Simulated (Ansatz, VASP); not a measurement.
## One calculation of KTaO3, two programs

```xyz
5
Lattice="3.7889 0.0000 0.0000 0.0000 3.7889 0.0000 0.0000 0.0000 4.0880" Properties=species:S:1:pos:R:3 pbc="T T T"
K     1.8944    1.8944    2.0440
Ta    0.0000    0.0000    0.0000
O     1.8944    0.0000    0.0000
O     0.0000    1.8944    0.0000
O     0.0000    0.0000    2.0440
```

Change from the starting cell: strain -0.050 along x and y, +0.025 along z, atoms carried along.

Alike in both runs: task single point; functional r2SCAN; k mesh 6 × 6 × 6; occupations gaussian, width 0.05 eV; no spin polarisation.

```csv
,VASP,Ansatz
version,VASP 6.6.1,Ansatz 0.2.0
potentials or method,"VASP PAW PBE potentials, release 64 (K_sv, Ta_pv, O), cutoff 520 eV","scalar-relativistic, plane waves, PAW"
valence electrons in the cell,38,40
```

```tsv
	VASP	Ansatz	Ansatz less VASP
gap on the k mesh at the Fermi level (eV)	2.68	2.71	+0.033
least direct gap on the mesh (eV)	3.21	3.22	+0.019
pressure (GPa)	23.9	22.4	-1.49
traceless stress, the component that is largest in VASP (GPa)	-24.67	-24.20	+0.473
```

VASP's potentials were made for PBE, not for r2SCAN. VASP's potentials hold 38 valence electrons a cell and Ansatz's 40, so a difference there can come from the potentials and not from the codes.

Neither program's run includes spin-orbit coupling.
